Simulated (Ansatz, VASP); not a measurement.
## AlN: VASP beside Ansatz

INCAR

```
ALGO = Normal
EDIFF = 1E-6
ENCUT = 520
GGA = PE
ISIF = 2
ISMEAR = -1
LASPH = True
LCHARG = True
LELF = True
LREAL = False
LVHAR = True
LWAVE = False
NBANDS = 11
NELM = 80
PREC = Accurate
SIGMA = 0.02
```

Contents of KPOINTS:

```
k-points
0
Gamma
  10 10 10
```

POSCAR

```
AlN
1.0
    0.0000000000      2.2159017290      2.2159017290
    2.2159017290      0.0000000000      2.2159017290
    2.2159017290      2.2159017290      0.0000000000
Al N
1 1
Direct
    0.0000000000      0.0000000000      0.0000000000
    0.7500000000      0.7500000000      0.7500000000
```

Input for Ansatz:

```yaml
crystal:
  lattice:
    - [0.0, 2.215901729, 2.215901729]
    - [2.215901729, 0.0, 2.215901729]
    - [2.215901729, 2.215901729, 0.0]
  atoms:
    - { symbol: Al, position: [0.0, 0.0, 0.0] }
    - { symbol: "N", position: [0.75, 0.75, 0.75] }
kpoints:
  mp_grid: { grid: [10, 10, 10] }
  band_path:
    path:
      - [0.0, 0.0, 0.0]
      - [-0.5, -0.5, 0.0]
      - [-0.375, -0.375, 0.25]
      - [-0.375, 0.0, 0.375]
      - [0.0, 0.0, 0.5]
      - [-0.5, -0.25, 0.25]
      - [0.0, 0.5, 0.5]
    npoints: 1
hamiltonian:
  xc: pbe
scf:
  occupations: { method: fermi_dirac, width: 0.02 }
  n_extra_bands: 4
output:
  forces: true
  stress: true
  eigenvalues: true
  write_density: true
  write_potential: true
  elf: true
  volumetric_format: npy
```

Change from the starting cell: hydrostatic strain +1.4%.

Alike in both runs: task single point; functional PBE; k mesh 10 × 10 × 10; occupations fermi-dirac, width 0.02 eV; no spin polarisation.

|  | VASP | Ansatz |
| --- | --- | --- |
| version | VASP 6.6.1 | Ansatz 0.2.0 |
| potentials or method | VASP PAW PBE potentials, release 64 (Al, N) | plane waves, PAW |
| plane-wave cutoff (eV) | 520 | 420 |
| valence electrons in the cell | 8 | 8 |

|  | VASP | Ansatz | Ansatz less VASP |
| --- | --- | --- | --- |
| gap on the k mesh at the Fermi level (eV) | 3.29 | 3.30 | +0.007 |
| pressure (GPa) | -3.9 | -3.6 | +0.29 |
